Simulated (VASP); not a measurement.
Runs of VASP 6.6.1 on PbS. The structure is that of space group Fm-3m (No. 225), or close to it. The cells are those of the table. 

| task | level | potentials or basis | spin | cell | cutoff (eV) | gap on the mesh (eV) | pressure (GPa) | moment (μB) |
| --- | --- | --- | --- | --- | --- | --- | --- | --- |
| single point | LDA | VASP PAW LDA potentials, release 64 (Pb_d, S) | off | a = 4.136 Å, angles 60.0°, 2 atoms | 500 | 0.05 | -0.1 | - |
| electric field gradients | LDA | VASP PAW LDA potentials, release 64 (Pb_d, S) | off | a = 4.136 Å, angles 60.0°, 2 atoms | 400 | 0.05 | -0.1 | - |
| electric field gradients | PBE | VASP PAW PBE potentials, release 64 (Pb_d, S) | non-collinear, zero start, SOC | a = 4.193 Å, angles 60.0°, 2 atoms | 400 | - | 1.9 | 0.00 |
| electric field gradients | RPBE | VASP PAW PBE potentials, release 64 (Pb_d, S) | non-collinear, zero start, SOC | a = 4.193 Å, angles 60.0°, 2 atoms | 400 | - | 3.9 | 0.00 |
| electric field gradients | r2SCAN | VASP PAW PBE potentials, release 64 (Pb_d, S) | off | a = 4.193 Å, angles 60.0°, 2 atoms | 440 | (b) | 1.4 | - |
| single point | LDA | VASP PAW LDA potentials, release 64 (Pb_d, S) | off | a = 4.193 Å, angles 60.0°, 2 atoms | 500 | 0.20 | (a) | - |
| electric field gradients | PBEsol | VASP PAW PBE potentials, release 64 (Pb_d, S) | off | a = 4.193 Å, angles 60.0°, 2 atoms | 400 | 0.25 | -0.8 | - |
| single point | PBE | VASP PAW PBE potentials, release 64 (Pb_d, S) | non-collinear, zero start, SOC | a = 4.193 Å, angles 60.0°, 2 atoms | 500 | - | 1.9 | 0.00 |
| single point | PBEsol | VASP PAW PBE potentials, release 64 (Pb_d, S) | off | a = 4.193 Å, angles 60.0°, 2 atoms | 500 | 0.25 | -0.9 | - |

Alike in all rows: k mesh 8 × 8 × 8; smearing fermi-dirac 0.01 eV.

**Question.** Estimate the missing entries.

**Answer.** (a) -2.5; (b) 0.62.

Caveats: spin-orbit coupling is left out, which moves the levels of the heavy elements (at least some runs); the PAW data sets were made with another functional, which shifts forces and pressure a little (at least some runs); the cell stands under pressure (at least some runs).

A k mesh can miss the band edges, and rows without SOC leave out spin-orbit coupling on Pb.
